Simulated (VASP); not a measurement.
Here is a VASP 6.6.1 calculation.

The input POSCAR:

```
Co
1.0
    0.0000000000      1.7566572351      1.7566572351
    1.7566572351      0.0000000000      1.7566572351
    1.7566572351      1.7566572351      0.0000000000
Co
1
Direct
    0.0000000000      0.0000000000      0.0000000000
```

File INCAR.step1:

```
ALGO     = Normal         # electronic algorithm
EDIFF    = 1E-6           # SCF threshold, eV
ENCUT    = 520            # plane-wave cutoff, eV
GGA      = PE             # functional
ISIF     = 2              # what is computed and relaxed
ISMEAR   = -1             # smearing method
ISPIN    = 2              # spin polarisation
LASPH    = T              # aspherical terms in the spheres
LCHARG   = T              # write CHGCAR
LMAXMIX  = 4              # l up to which the mixer works
LREAL    = F              # projectors in reciprocal space
LWAVE    = F              # write WAVECAR
MAGMOM   = 2              # initial moments
NBANDS   = 14             # bands
NELM     = 150            # most SCF steps
PREC     = Accurate       # precision mode
SIGMA    = 0.05           # smearing width, eV
```

Contents of KPOINTS.step1:

```
k-points
0
Gamma
  18 18 18
```

Contents of INCAR.step2:

```
ALGO     = Normal         # electronic algorithm
EDIFF    = 1E-6           # SCF threshold, eV
ENCUT    = 520            # plane-wave cutoff, eV
GGA      = PE             # functional
ICHARG   = 11             # starting density
ISIF     = 2              # what is computed and relaxed
ISMEAR   = -5             # smearing method
ISPIN    = 2              # spin polarisation
LASPH    = T              # aspherical terms in the spheres
LCHARG   = F              # write CHGCAR
LMAXMIX  = 4              # l up to which the mixer works
LORBIT   = 10             # projections on sites
LREAL    = F              # projectors in reciprocal space
LWAVE    = F              # write WAVECAR
MAGMOM   = 2              # initial moments
NEDOS    = 2001           # points of the DOS
NELM     = 150            # most SCF steps
PREC     = Accurate       # precision mode
SIGMA    = 0.05           # smearing width, eV
```

File KPOINTS.step2:

```
k-points
0
Gamma
  27 27 27
```

Potentials or basis: VASP PAW PBE potentials, release 64 (Co).

Launch:

```console
$ cat potpaw_PBE.64/Co/POTCAR > POTCAR
$ cp INCAR.step1 INCAR
$ cp KPOINTS.step1 KPOINTS
$ mpirun -np 1 vasp_std > vasp.out
$ cp INCAR.step2 INCAR
$ cp KPOINTS.step2 KPOINTS
$ mpirun -np 1 vasp_std > vasp.out
```

Task: Predict the net moment.

Result: 1.63 μB per cell.

Task: Predict the site moments.

Result: Co +1.65 μB.
